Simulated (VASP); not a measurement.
BP, 2 atoms in the cell. Symmetry: F-43m, No. 216, cubic system. The conventional cell has a = 4.520 Å, b = 4.520 Å, c = 4.520 Å, α = 90.00°, β = 90.00°, γ = 90.00°. Within 2.6 Å of B (site symmetry -43m) lie 4 P at 1.96 Å. Within 2.6 Å of P (site symmetry -43m) lie 4 B at 1.96 Å. 

| Item | Value |
| --- | --- |
| Program | VASP 6.6.1 |
| Task | relaxation of cell and atoms |
| Functional | PBEsol |
| Potentials or basis | VASP PAW PBE potentials, release 64 (B, P) |
| Cutoff | 600 eV |
| k mesh | 8 × 8 × 8 |
| Occupations | gaussian, width 0.01 eV |
| Spin | no spin polarisation |
| Target pressure | 7 GPa |
| Dipole correction | no |
| Further INCAR settings | ALGO = Normal; EDIFF = 1e-06; IBRION = 2; EDIFFG = -0.002; NSW = 100; ISIF = 3 |

Potentials or basis: VASP PAW PBE potentials, release 64 (B, P).

Run with:

```sh
$ cat potpaw_PBE.64/B/POTCAR potpaw_PBE.64/P/POTCAR > POTCAR
$ mpirun -np 1 vasp_std > vasp.out
```

Hardware: 1 thread of Intel Xeon 8259CL (shared host).

Problem. Estimate the wall time of this run.

Solution. It took 36 s on 1 thread of Intel Xeon 8259CL (shared host), peak memory 0.15 GiB. Counts: scf iterations 35, k points 29, ion steps 6.
